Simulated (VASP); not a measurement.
## Pd: single point with PBEsol

Pd:

```
Pd
1.0
     2.74022    0.00000    0.00000
    -1.37011    2.37310    0.00000
     1.37011    0.79103    2.23738
Pd
1
Direct
  0.00000 0.00000 0.00000
```

- Program: VASP 6.6.1
- Task: single point
- Functional: PBEsol
- Potentials or basis: VASP PAW PBE potentials, release 64 (Pd)
- Cutoff: 500 eV
- k mesh: 15 × 15 × 15
- Occupations: gaussian, width 0.1 eV
- Spin: no spin polarisation
- Dipole correction: no
- Further INCAR settings: ALGO = Normal; EDIFF = 1e-06; NBANDS = 11

```yaml
Pressure: -0.4 GPa
Band_gap_on_the_k_mesh: zero (band 5 reaches 10.12 eV, above the bottom of band 6 at 8.53 eV)
```

Levels at points of the mesh, in eV from the Fermi level:
| k point | band 2 | band 3 | band 4 | band 5 | band 6 | band 7 | band 8 | band 9 |
| --- | --- | --- | --- | --- | --- | --- | --- | --- |
| (0.00, 0.00, 0.00) | -2.91 | -2.91 | -2.91 | -1.24 | -1.24 | 17.14 | 21.99 | 21.99 |

Run time: 9.7 s on 1 thread of Intel Xeon 6975P-C, with other jobs on the host, peak memory 0.14 GiB.

Caveat: the PAW data sets were made with another functional, which shifts forces and pressure a little.
